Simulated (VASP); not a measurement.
A run of VASP 6.6.1 is set up as follows.

INCAR

```
SYSTEM = CaInC6N6
PREC     = Accurate       ! precision mode
ENCUT    = 520            ! plane-wave cutoff, eV
EDIFF    = 1E-7           ! SCF threshold, eV
ISMEAR   = 0              ! smearing method
SIGMA    = 0.1            ! smearing width, eV
LREAL    = .FALSE.        ! projectors in reciprocal space
LASPH    = .TRUE.         ! aspherical terms in the spheres
NELM     = 60             ! most SCF steps
ALGO     = Normal         ! electronic algorithm
ISIF     = 2              ! what is computed and relaxed
LWAVE    = .FALSE.        ! write WAVECAR
LCHARG   = .FALSE.        ! write CHGCAR
GGA      = PE             ! functional
NBANDS   = 52             ! bands
```

File KPOINTS:

```
Automatic mesh
0
G
  4 4 4
  0 0 0
```

POSCAR

```
CaInC6N6
1.0
    0.0000000000      5.9148654596      5.9148654596
    5.9148654596      0.0000000000      5.9148654596
    5.9148654596      5.9148654596      0.0000000000
Ca In C N
1 1 6 6
Direct
    0.5000000000      0.5000000000      0.5000000000
    0.0000000000      0.0000000000      0.0000000000
    0.8062260427      0.1937739573      0.1937739573
    0.1937739573      0.8062260427      0.1937739573
    0.1937739573      0.1937739573      0.8062260427
    0.1937739573      0.8062260427      0.8062260427
    0.8062260427      0.1937739573      0.8062260427
    0.8062260427      0.8062260427      0.1937739573
    0.7078389753      0.2921610247      0.2921610247
    0.2921610247      0.7078389753      0.2921610247
    0.2921610247      0.2921610247      0.7078389753
    0.2921610247      0.7078389753      0.7078389753
    0.7078389753      0.2921610247      0.7078389753
    0.7078389753      0.7078389753      0.2921610247
```

Potentials or basis: VASP PAW PBE potentials, release 64 (Ca_sv, In_d, C, N).

Launch:

```console
$ cat potpaw_PBE.64/Ca_sv/POTCAR potpaw_PBE.64/In_d/POTCAR potpaw_PBE.64/C/POTCAR potpaw_PBE.64/N/POTCAR > POTCAR
$ mpirun -np 1 vasp_std > vasp.out
```

(1) Estimate the band gap on the k mesh.

(2) Estimate the largest force.

(3) What does it give for the pressure?

Answers

(1) zero (an odd number of electrons rules out a gap without spin polarisation).

(2) 0.454 eV/Å.

(3) 0.4 GPa.

Caveat: spin-orbit coupling is left out, which moves the levels of the heavy elements.
